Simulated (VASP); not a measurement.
A run of VASP 6.6.1:

INCAR

```
SYSTEM = CaZn2Sb2
ALGO = Normal
EDIFF = 1E-6
ENCUT = 500
GGA = PS
GGA_COMPAT = .False.
ISIF = 2
ISMEAR = -1
LASPH = .True.
LCHARG = .True.
LELF = .True.
LREAL = .False.
LVHAR = .True.
LWAVE = .False.
NBANDS = 30
NELM = 120
PREC = Accurate
SIGMA = 0.05
```

The input KPOINTS:

```
k-points
0
Gamma
  12 12 6
  0 0 0
```

Contents of POSCAR:

```
CaZn2Sb2
1.0
    4.4113020358      0.0000002887      0.0000000000
   -2.2056512679      3.8202994824      0.0000000000
    0.0000000000      0.0000000000      7.3406941687
Ca Zn Sb
1 2 2
Direct
    0.0000000000      0.0000000000      0.0000000000
    0.3333333333      0.6666666667      0.6324046459
    0.6666666667      0.3333333333      0.3675953541
    0.3333333333      0.6666666667      0.2565270641
    0.6666666667      0.3333333333      0.7434729359
```

Potentials or basis: VASP PAW PBE potentials, release 64 (Ca_sv, Zn, Sb).

Launch:

```console
$ cat potpaw_PBE.64/Ca_sv/POTCAR potpaw_PBE.64/Zn/POTCAR potpaw_PBE.64/Sb/POTCAR > POTCAR
$ mpirun -np 1 vasp_std > vasp.out
```

Hardware: 1 thread of AMD EPYC 7R43 64-Core Processor (Zen 3), on a shared host.

Problem. How long does it take, and how much memory?

Solution. Run time: 4.7 min on 1 thread of AMD EPYC 7R43 64-Core Processor (Zen 3), with other jobs on the host, peak memory 0.44 GiB. Counts: scf iterations 14, k points 100.
